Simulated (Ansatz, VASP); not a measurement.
**Two plane-wave programs on P**

Contents of INCAR:

```
  PREC = Accurate
  ENCUT = 520
  EDIFF = 1E-6
  ISMEAR = 0
  SIGMA = 0.02
  LREAL = False
  LASPH = True
  NELM = 80
  ALGO = Normal
  ISIF = 2
  LWAVE = False
  LCHARG = False
  GGA = PE
  NBANDS = 42
```

KPOINTS

```
regular mesh
0
Gamma
  12 12 1
```

Contents of POSCAR:

```
P
1.0
    3.2810653235      0.0000000000      0.0000000000
   -1.6405326617      2.8414859217      0.0000000000
    0.0000000000      0.0000000000     37.6918935586
P
12
Direct
    0.0000000000      0.0000000000      0.1827713239
    0.0000000000      0.0000000000      0.6827713239
    0.0000000000      0.0000000000      0.3172286761
    0.0000000000      0.0000000000      0.8172286761
    0.3333333333      0.6666666667      0.5164666709
    0.6666666667      0.3333333333      0.0164666709
    0.3333333333      0.6666666667      0.9835333291
    0.6666666667      0.3333333333      0.4835333291
    0.3333333333      0.6666666667      0.6498381080
    0.6666666667      0.3333333333      0.1498381080
    0.3333333333      0.6666666667      0.8501618920
    0.6666666667      0.3333333333      0.3501618920
```

Input for Ansatz:

```yaml
crystal:
  lattice:
    - [3.2810653235, 0.0, 0.0]
    - [-1.6405326617, 2.8414859217, 0.0]
    - [0.0, 0.0, 37.6918935586]
  atoms:
    - { symbol: P, position: [0.0, 0.0, 0.1827713239] }
    - { symbol: P, position: [0.0, 0.0, 0.6827713239] }
    - { symbol: P, position: [0.0, 0.0, 0.3172286761] }
    - { symbol: P, position: [0.0, 0.0, 0.8172286761] }
    - { symbol: P, position: [0.3333333333, 0.6666666667, 0.5164666709] }
    - { symbol: P, position: [0.6666666667, 0.3333333333, 0.0164666709] }
    - { symbol: P, position: [0.3333333333, 0.6666666667, 0.9835333291] }
    - { symbol: P, position: [0.6666666667, 0.3333333333, 0.4835333291] }
    - { symbol: P, position: [0.3333333333, 0.6666666667, 0.649838108] }
    - { symbol: P, position: [0.6666666667, 0.3333333333, 0.149838108] }
    - { symbol: P, position: [0.3333333333, 0.6666666667, 0.850161892] }
    - { symbol: P, position: [0.6666666667, 0.3333333333, 0.350161892] }
basis:
  ecutwfc: 420
kpoints:
  mp_grid: { grid: [12, 12, 1] }
  band_path: { path: [VBM, CBM], npoints: 2 }
hamiltonian:
  xc: pbe
scf:
  occupations: { method: gaussian, width: 0.02 }
output:
  forces: false
  stress: false
  eigenvalues: true
checkpoint:
  read: start.run
  write: ck
  compress: false
  write_wavefunctions: false
  write_every: 100000
```

Alike in both runs: task single point; functional PBE; k mesh 12 × 12 × 1; occupations gaussian, width 0.02 eV; no spin polarisation.

```csv
,VASP,Ansatz
version,VASP 6.6.1,Ansatz 0.2.0
potentials or method,"VASP PAW PBE potentials, release 64 (P), cutoff 520 eV","scalar-relativistic, plane waves, PAW"
valence electrons in the cell,60,60
```

```tsv
	VASP	Ansatz	Ansatz less VASP
gap on the k mesh at the Fermi level (eV)	1.72	1.68	-0.039
least direct gap on the mesh (eV)	2.06	2.02	-0.042
```

With one functional, cell and mesh, what is left measures potentials, basis and numerics.
